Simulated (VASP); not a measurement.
# Ca (Im-3m) in VASP: notebook

The runs below take Ca through single point, with LDA.

Everything below comes from runs of VASP 6.6.1. Logs are shortened: lines on timing, memory, paths and dates and some standing lists are left out, and cuts for length are marked.

### Step 1. The cell of the first run

The structure is cubic, space group Im-3m (No. 229). Conventional cell: a = 3.180 Å, b = 3.180 Å, c = 3.180 Å, α = 90.00°, β = 90.00°, γ = 90.00°. Ca (site symmetry m-3m) has 14 Ca at 2.75 to 3.18 Å within 3.6 Å.

This isn't the form of Ca at room conditions, which is fcc.

### Step 2. Single point, LDA

The input, INCAR:

```
SYSTEM = Ca
PREC = Accurate
ENCUT = 520
EDIFF = 1E-6
ISMEAR = -1
SIGMA = 0.08
LREAL = .FALSE.
LASPH = .TRUE.
NELM = 60
ALGO = Normal
ISIF = 2
LWAVE = .FALSE.
LCHARG = .FALSE.
GGA = CA
NBANDS = 11
```

The input, KPOINTS:

```
regular mesh
0
G
  17 17 17
  0 0 0
```

The input, POSCAR:

```
Ca
1.0
   -1.5901506642      1.5901506642      1.5901506642
    1.5901506642     -1.5901506642      1.5901506642
    1.5901506642      1.5901506642     -1.5901506642
Ca
1
Direct
    0.0000000000      0.0000000000      0.0000000000
```

Potentials or basis: VASP PAW LDA potentials, release 64 (Ca_sv).

Started as:

```
> cat potpaw_LDA.64/Ca_sv/POTCAR > POTCAR
> mpirun -np 1 vasp_std > vasp.out
```

OUTCAR:

```text
SYSTEM = Ca
   PREC = Accurate
   ENCUT = 520
   EDIFF = 1E-6
   ISMEAR = -1
   LREAL = .FALSE.
   LASPH = .TRUE.
   NELM = 60
   ISIF = 2
   GGA = CA

 ion  position               nearest neighbor table
   1  0.000  0.000  0.000-

  LATTYP: Found a body centered cubic cell.
 ALAT       =     3.1803013284

  Lattice vectors:

 A1 = (  -1.5901506642,   1.5901506642,   1.5901506642)
 A2 = (   1.5901506642,  -1.5901506642,   1.5901506642)
 A3 = (   1.5901506642,   1.5901506642,  -1.5901506642)

Analysis of symmetry for initial positions (statically):
=====================================================================
 Subroutine PRICEL returns:
 Original cell was already a primitive cell.

 Routine SETGRP: Setting up the symmetry group for a
 body centered cubic supercell.

 Subroutine GETGRP returns: Found 48 space group operations
 (whereof 48 operations were pure point group operations)
 out of a pool of 48 trial point group operations.

The static configuration has the point symmetry O_h .

Analysis of symmetry for dynamics (positions and initial velocities):
=====================================================================
 Subroutine PRICEL returns:
 Original cell was already a primitive cell.

 Routine SETGRP: Setting up the symmetry group for a
 body centered cubic supercell.

 Subroutine GETGRP returns: Found 48 space group operations
 (whereof 48 operations were pure point group operations)
 out of a pool of 48 trial point group operations.

The dynamic configuration has the point symmetry O_h .

 Subroutine INISYM returns: Found 48 space group operations
 (whereof 48 operations are pure point group operations),
 and found     1 'primitive' translations

----------------------------------------------------------------------------------------

                                     Primitive cell

  volume of cell :      16.0833

  direct lattice vectors                    reciprocal lattice vectors
    -1.590150664  1.590150664  1.590150664     0.000000000  0.314435614  0.314435614
     1.590150664 -1.590150664  1.590150664     0.314435614  0.000000000  0.314435614
     1.590150664  1.590150664 -1.590150664     0.314435614  0.314435614  0.000000000

  length of vectors
     2.754221742  2.754221742  2.754221742     0.444679109  0.444679109  0.444679109

  position of ions in fractional coordinates (direct lattice)
     0.000000000  0.000000000  0.000000000

  ion indices of the primitive-cell ions
   primitive index   ion index
                 1           1

----------------------------------------------------------------------------------------

 KPOINTS: regular mesh

Automatic generation of k-mesh.
 Grid dimensions read from file:
 generate k-points for:   17   17   17

 Generating k-lattice:

  Cartesian coordinates                     Fractional coordinates (reciprocal lattice)
     0.000000000  0.018496213  0.018496213     0.058823529  0.000000000  0.000000000
     0.018496213  0.000000000  0.018496213     0.000000000  0.058823529  0.000000000
     0.018496213  0.018496213  0.000000000     0.000000000  0.000000000  0.058823529

  Length of vectors
     0.026157595  0.026157595  0.026157595

  Shift w.r.t. Gamma in fractional coordinates (k-lattice)
     0.000000000  0.000000000  0.000000000

 Subroutine IBZKPT returns following result:
 ===========================================

 Found    165 irreducible k-points:

 Following reciprocal coordinates:
            Coordinates               Weight
  0.000000  0.000000  0.000000      1.000000
  0.058824  0.000000  0.000000     12.000000
  0.117647  0.000000  0.000000     12.000000
  0.176471  0.000000  0.000000     12.000000
  0.235294  0.000000  0.000000     12.000000
  0.294118  0.000000  0.000000     12.000000
[... 16 lines left out ...]
  0.411765  0.117647  0.000000     48.000000
  0.176471  0.176471  0.000000     24.000000
 [... further k-points ...]
   k-points           NKPTS =    165   k-points in BZ     NKDIM =    165   number of bands    NBANDS=     11
   number of dos      NEDOS =    301   number of ions     NIONS =      1
   total plane-waves  NPLWV =   8000
   dimension x,y,z NGX =    20 NGY =   20 NGZ =   20
   dimension x,y,z NGXF=    40 NGYF=   40 NGZF=   40
   ions per type =               1
   NGX,Y,Z   is equivalent  to a cutoff of  12.07, 12.07, 12.07 a.u.
   NGXF,Y,Z  is equivalent  to a cutoff of  24.14, 24.14, 24.14 a.u.
 SYSTEM =  Ca
   PREC   = accura    normal or accurate (medium, high low for compatibility)
   ISTART =      0    job   : 0-new  1-cont  2-samecut
   ICHARG =      2    charge: 1-file 2-atom 10-const
   ISPIN  =      1    spin polarized calculation?
   LNONCOLLINEAR =      F non collinear calculations
   LSORBIT =      F    spin-orbit coupling
   LASPH  =      T    aspherical Exc in radial PAW
   ENCUT  =  520.0 eV  38.22 Ry    6.18 a.u.   5.12  5.12  5.12*2*pi/ulx,y,z
   NELM   =     60;   NELMIN=  2; NELMDL= -5     # of ELM steps
   EDIFF  = 0.1E-05   stopping-criterion for ELM
   LREAL  =      F    real-space projection
   EDIFFG = 0.1E-04   stopping-criterion for IOM
   NSW    =      0    number of steps for IOM
   IBRION =     -1    ionic relax: 0-MD 1-quasi-New 2-CG
   NFREE  =      0    steps in history (QN), initial steepest desc. (CG)
   ISIF   =      2    stress and relaxation
   ISYM   =      2    0-nonsym 1-usesym 2-fastsym
   POTIM  = 0.5000    time-step for ionic-motion
   TEBEG  =    0.0;   TEEND  =   0.0 temperature during run
   PSTRESS=    0.0 pullay stress
   NELECT =      10.0000    total number of electrons
   NUPDOWN=      -1.0000    fix difference up-down
   EMIN   =  10.00;   EMAX   =-10.00  energy-range for DOS
   EFERMI =   0.00;   METHOD = LEGACY
   ISMEAR =    -1;   SIGMA  =   0.08  broadening in eV -4-tet -1-fermi 0-gaus
   EFERMI_NEDOS =   21; number of points for ismear=-14 and -15
   IALGO  =     38    algorithm
   IMIX   =      4    mixing-type and parameters
     AMIX     =   0.40;   BMIX     =  1.00
     AMIX_MAG =   1.60;   BMIX_MAG =  1.00
  volume/ion in A,a.u.               =      16.08       108.54
  Fermi-wavevector in a.u.,A,eV,Ry     =   1.397279  2.640475 26.563871  1.952389
  Thomas-Fermi vector in A             =   2.520551
   LORBIT       =      0    0 simple, 1 ext, 2 COOP (PROOUT), +10 PAW based schemes
   GGA     = CA    functional components
   LHFCALC =     F    Hartree Fock is set to
   AEXX    =    0.0000 exact exchange contribution
   IVDW    =     0    specifies the selected vdW correction
   LEPSILON=     F    determine dielectric tensor
   LRPA    =     F    only Hartree local field effects (RPA)
 non-spin polarized calculation
  energy-cutoff  :      520.00
  volume of cell :       16.08
 maximum number of plane-waves:       447
   NGX = 11   NGY = 11   NGZ = 11

 number of electron      10.0000000 magnetization

 number of electron       9.9999997 magnetization

 Free energy of the ion-electron system (eV)
  ---------------------------------------------------
  ext. energy  EPLUGINS =         0.00000000
  ---------------------------------------------------
  free energy    TOTEN  =        -0.03761890 eV

  energy without entropy =       -0.02069325  energy(sigma->0) =       -0.02915607

 E-fermi :   7.1428     XC(G=0): -11.8103

 val. band max:        7.1380230788   @ k =   0.2941   0.2353   0.0588
 cond. band min:       7.1502833618   @ k =   0.3529   0.1765   0.1176
 fundamental gap:      0.0122602830
 Fermi energy:         7.1427693569

 k-point     1 :       0.0000    0.0000    0.0000
  band No.  band energies     occupation
      1     -33.2385      2.00000
      2     -13.0143      2.00000
      3     -13.0143      2.00000
      4     -13.0143      2.00000
      5       3.0089      2.00000
      6      10.5191      0.00000
      7      10.5191      0.00000
      8      10.5191      0.00000
      9      13.2378      0.00000
     10      13.2378      0.00000
     11      23.8239      0.00000

 k-point     2 :       0.0588    0.0000    0.0000
  band No.  band energies     occupation
      1     -33.2159      2.00000
      2     -13.1182      2.00000
      3     -13.0413      2.00000
      4     -13.0163      2.00000
      5       3.1785      2.00000
      6      10.4057      0.00000
      7      10.4771      0.00000
      8      10.6671      0.00000
      9      13.0682      0.00000
     10      13.2361      0.00000
     11      23.9398      0.00000

 k-point     3 :       0.1176    0.0000    0.0000
  band No.  band energies     occupation
      1     -33.1506      2.00000
      2     -13.4084      2.00000
      3     -13.1180      2.00000
      4     -13.0221      2.00000
      5       3.6531      2.00000
      6      10.0981      0.00000
      7      10.2938      0.00000
      8      11.1020      0.00000
      9      12.7560      0.00000
     10      13.2421      0.00000
     11      24.1959      0.00000

 k-point     4 :       0.1765    0.0000    0.0000
  band No.  band energies     occupation
      1     -33.0499      2.00000
      2     -13.8296      2.00000
      3     -13.2320      2.00000
      4     -13.0310      2.00000
      5       4.3294      2.00000
      6       9.6732      0.00000
      7       9.9142      0.00000
      8      11.7976      0.00000
      9      12.6347      0.00000
     10      13.2830      0.00000
     11      24.2924      0.00000
[... 239 lines left out ...]
 k-point    22 :       0.3529    0.1176    0.0000
  band No.  band energies     occupation
      1     -32.5508      2.00000
      2     -15.4199      2.00000
      3     -13.8395      2.00000
      4     -13.1912      2.00000
      5       5.9041      2.00000
      6       8.2248      0.00000
      7      10.0593      0.00000
      8      13.2310      0.00000
      9      14.3354      0.00000
     10      16.4028      0.00000
     11      21.7377      0.00000

 k-point    23 :       0.4118    0.1176    0.0000
  band No.  band energies     occupation
      1     -32.5031      2.00000
      2     -15.5537      2.00000
      3     -13.9005      2.00000
      4     -13.1975      2.00000
      5       5.7958      2.00000
      6       8.1282      0.00001
      7      10.4939      0.00000
      8      13.3187      0.00000
      9      14.4978      0.00000
     10      17.0052      0.00000
     11      21.3905      0.00000

 k-point    24 :       0.1765    0.1765    0.0000
  band No.  band energies     occupation
      1     -32.7642      2.00000
      2     -14.7459      2.00000
      3     -13.5713      2.00000
      4     -13.1993      2.00000
      5       6.0451      2.00000
      6       8.5642      0.00000
      7       9.0971      0.00000
      8      12.4376      0.00000
      9      14.0609      0.00000
     10      14.3166      0.00000
     11      23.7202      0.00000

 [... further k-points ...]

------------------------ aborting loop because EDIFF is reached ----------------------------------------

  FORCE on cell =-STRESS in cart. coord.  units (eV):
  Direction    XX          YY          ZZ          XY          YZ          ZX
  --------------------------------------------------------------------------------------
  -------------------------------------------------------------------------------------
  Total        5.5624091      5.5624091      5.5624091      0.0000000      0.0000000      0.0000000
  in kB      554.1134552    554.1134552    554.1134552      0.0000000      0.0000000      0.0000000
  external PRESSURE =     554.1134552 kB  Pullay stress =       0.0000000 kB

 VOLUME and BASIS-vectors are now :
 -----------------------------------------------------------------------------
  energy-cutoff  :      520.00
  volume of cell :       16.08
      direct lattice vectors                 reciprocal lattice vectors
    -1.590150664  1.590150664  1.590150664     0.000000000  0.314435614  0.314435614
     1.590150664 -1.590150664  1.590150664     0.314435614  0.000000000  0.314435614
     1.590150664  1.590150664 -1.590150664     0.314435614  0.314435614  0.000000000

 POSITION                                       TOTAL-FORCE (eV/Angst)
 -----------------------------------------------------------------------------------
      0.00000      0.00000      0.00000        -0.000000     -0.000000      0.000000
 -----------------------------------------------------------------------------------
    total drift:                                0.000000     -0.000000      0.000000

  FREE ENERGIE OF THE ION-ELECTRON SYSTEM (eV)
  ---------------------------------------------------
  free  energy   TOTEN  =        -0.0376188963 eV

  energy  without entropy=       -0.0206932519  energy(sigma->0) =       -0.02915607
```

Wall time 22 s (1 thread of Intel Xeon 8259CL, shared host); peak memory 0.14 GiB.

What came out:

```yaml
Free_energy: -0.0376 eV
Pressure: 55.4 GPa
Band_gap_on_the_k_mesh: zero (bands 5 and 6 overlap by 3.26 eV)
```

Caveat: the cell stands under pressure.

### Step 3. Single point, LDA

The input, INCAR:

```
PREC = Accurate ; ENCUT = 520
EDIFF = 1E-6 ; ISMEAR = -1
SIGMA = 0.08 ; LREAL = False
LASPH = True ; NELM = 100
ALGO = Normal ; ISIF = 2
LWAVE = False ; LCHARG = False
GGA = CA ; NBANDS = 11
```

The input, KPOINTS:

```
Automatic mesh
0
Gamma
  17 17 17
```

The input, POSCAR:

```
Ca
1.0
   -1.5899427909      1.5899427909      1.5899427909
    1.5899427909     -1.5899427909      1.5899427909
    1.5899427909      1.5899427909     -1.5899427909
Ca
1
Direct
    0.0000000000      0.0000000000      0.0000000000
```

Potentials or basis: VASP PAW LDA potentials, release 64 (Ca_sv).

Started as:

```
> cat potpaw_LDA.64/Ca_sv/POTCAR > POTCAR
> mpirun -np 1 vasp_std > vasp.out
```

OUTCAR:

```text
PREC = Accurate
   ENCUT = 520
   EDIFF = 1E-6
   ISMEAR = -1
   LREAL = False
   LASPH = True
   NELM = 100
   ISIF = 2
   GGA = CA

 ion  position               nearest neighbor table
   1  0.000  0.000  0.000-

  LATTYP: Found a body centered cubic cell.
 ALAT       =     3.1798855818

  Lattice vectors:

 A1 = (  -1.5899427909,   1.5899427909,   1.5899427909)
 A2 = (   1.5899427909,  -1.5899427909,   1.5899427909)
[... 514 lines left out ...]
      9      14.0656      0.00000
     10      14.3218      0.00000
     11      23.7279      0.00000

 [... further k-points ...]

------------------------ aborting loop because EDIFF is reached ----------------------------------------

  FORCE on cell =-STRESS in cart. coord.  units (eV):
  Direction    XX          YY          ZZ          XY          YZ          ZX
  --------------------------------------------------------------------------------------
  -------------------------------------------------------------------------------------
  Total        5.5648396      5.5648396      5.5648396     -0.0000000     -0.0000000      0.0000000
  in kB      554.5730313    554.5730313    554.5730313     -0.0000000     -0.0000000      0.0000000
  external PRESSURE =     554.5730313 kB  Pullay stress =       0.0000000 kB

 VOLUME and BASIS-vectors are now :
 -----------------------------------------------------------------------------
  energy-cutoff  :      520.00
  volume of cell :       16.08
      direct lattice vectors                 reciprocal lattice vectors
    -1.589942791  1.589942791  1.589942791     0.000000000  0.314476724  0.314476724
     1.589942791 -1.589942791  1.589942791     0.314476724  0.000000000  0.314476724
     1.589942791  1.589942791 -1.589942791     0.314476724  0.314476724  0.000000000

 POSITION                                       TOTAL-FORCE (eV/Angst)
 -----------------------------------------------------------------------------------
      0.00000      0.00000      0.00000        -0.000000      0.000000      0.000000
 -----------------------------------------------------------------------------------
    total drift:                                0.000000      0.000000      0.000000

  FREE ENERGIE OF THE ION-ELECTRON SYSTEM (eV)
  ---------------------------------------------------
  free  energy   TOTEN  =        -0.0354301778 eV

  energy  without entropy=       -0.0185020292  energy(sigma->0) =       -0.02696610
```

OSZICAR:

```text
N       E                     dE             d eps       ncg     rms          rms(c)
DAV:   1     0.706076569737E+02    0.70608E+02   -0.56940E+03  3630   0.969E+02
DAV:   2     0.138442807976E+01   -0.69223E+02   -0.67891E+02  3882   0.236E+02
DAV:   3    -0.477901389710E-01   -0.14322E+01   -0.14121E+01  4526   0.326E+01
DAV:   4    -0.938125058590E-01   -0.46022E-01   -0.45744E-01  4634   0.473E+00
DAV:   5    -0.948536613002E-01   -0.10412E-02   -0.10408E-02  4513   0.573E-01    0.190E+00
DAV:   6    -0.476835758598E-01    0.47170E-01   -0.30791E-02  5572   0.803E-01    0.919E-01
DAV:   7    -0.340326332109E-01    0.13651E-01   -0.29313E-02  5276   0.652E-01    0.257E-01
DAV:   8    -0.354317271534E-01   -0.13991E-02   -0.42418E-03  6299   0.428E-01    0.232E-02
DAV:   9    -0.354304521118E-01    0.12750E-05   -0.27841E-05  4275   0.521E-02    0.367E-03
DAV:  10    -0.354301777957E-01    0.27432E-06   -0.40299E-07  3193   0.494E-03
   1 F= -.35430178E-01 E0= -.26966103E-01  d E =-.169281E-01
```

Run time: 26 s. Hardware: 1 thread of Intel Xeon 8259CL, shared host; peak memory 0.14 GiB.

Results:

| Property | Result |
| --- | --- |
| Free energy | -0.0354 eV |
| Pressure | 55.5 GPa |
| Band gap on the k mesh | zero (bands 5 and 6 overlap by 3.27 eV) |

Levels at points of the mesh, in eV from the Fermi level:
```csv
k point,band 2,band 3,band 4,band 5,band 6,band 7,band 8,band 9
"(0.00, 0.00, 0.00)",-20.16,-20.16,-20.16,-4.13,3.38,3.38,3.38,6.10
```

Caveat: the cell stands under pressure.
